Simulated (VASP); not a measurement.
Set up this calculation in VASP 6.6.1, as the native input.

```
Task                   : relaxation of cell and atoms
Functional             : PBEsol
Potentials or basis    : VASP PAW PBE potentials, release 64 (Al, Ga_d, N)
Cutoff                 : 600 eV
k mesh                 : 6 × 6 × 6
Occupations            : gaussian, width 0.02 eV
Spin                   : no spin polarisation
Target pressure        : 25 GPa
Dipole correction      : no
Further INCAR settings : ALGO = Normal; EDIFF = 1e-06; IBRION = 2; EDIFFG = -0.008; NSW = 70; ISIF = 3
```

The structure of AlGa3N4 lies in POSCAR:

```
AlGa3N4
1.0
    4.3101741099      0.0000000000      0.0000000000
    0.0000000000      4.3101741099      0.0000000000
    0.0000000000      0.0000000000      4.3101741099
Al Ga N
1 3 4
Direct
    0.0000000000      0.0000000000      0.0000000000
    0.5000000000      0.5000000000      0.0000000000
    0.5000000000      0.0000000000      0.5000000000
    0.0000000000      0.5000000000      0.5000000000
    0.7551034557      0.7551034557      0.2448965443
    0.7551034557      0.2448965443      0.7551034557
    0.2448965443      0.7551034557      0.7551034557
    0.2448965443      0.2448965443      0.2448965443
```

One way to write it, as run:

INCAR

```
  PREC = Accurate
  ENCUT = 600
  EDIFF = 1E-6
  ISMEAR = 0
  SIGMA = 0.02
  LREAL = False
  LASPH = True
  NELM = 60
  ALGO = Normal
  ISIF = 3
  LWAVE = False
  LCHARG = False
  GGA = PS
  IBRION = 2
  NSW = 70
  EDIFFG = -0.008
  PSTRESS = 250.0
```

KPOINTS

```
regular mesh
0
Gamma
  6 6 6
```

Potentials or basis: VASP PAW PBE potentials, release 64 (Al, Ga_d, N).

The run is started by

```console
$ cat potpaw_PBE.64/Al/POTCAR potpaw_PBE.64/Ga_d/POTCAR potpaw_PBE.64/N/POTCAR > POTCAR
$ mpirun -np 1 vasp_std > vasp.out
```

It gave:

| Property | Result |
| --- | --- |
| Relaxed volume | 10.03 Å³/atom |
| Relaxed cell | a = 4.313 Å, b = 4.313 Å, c = 4.313 Å, α = 90.00°, β = 90.00°, γ = 90.00° |
| Space group after relaxing (to 0.05 Å) | P-43m (No. 215) |
| Energy change on relaxing (the enthalpy is what falls) | -2.7 meV/atom |
| Ionic steps | 3 |
| Pressure after relaxing | 25.0 GPa |
| Band gap on the k mesh | 3.06 eV, direct |

Caveat: the cell is relaxed towards a set pressure, so the enthalpy falls and the energy may rise; the PAW data sets were made with another functional, which shifts forces and pressure a little.

It took 6 min on 1 thread of AMD EPYC 7R13 (shared host), peak memory 0.22 GiB.
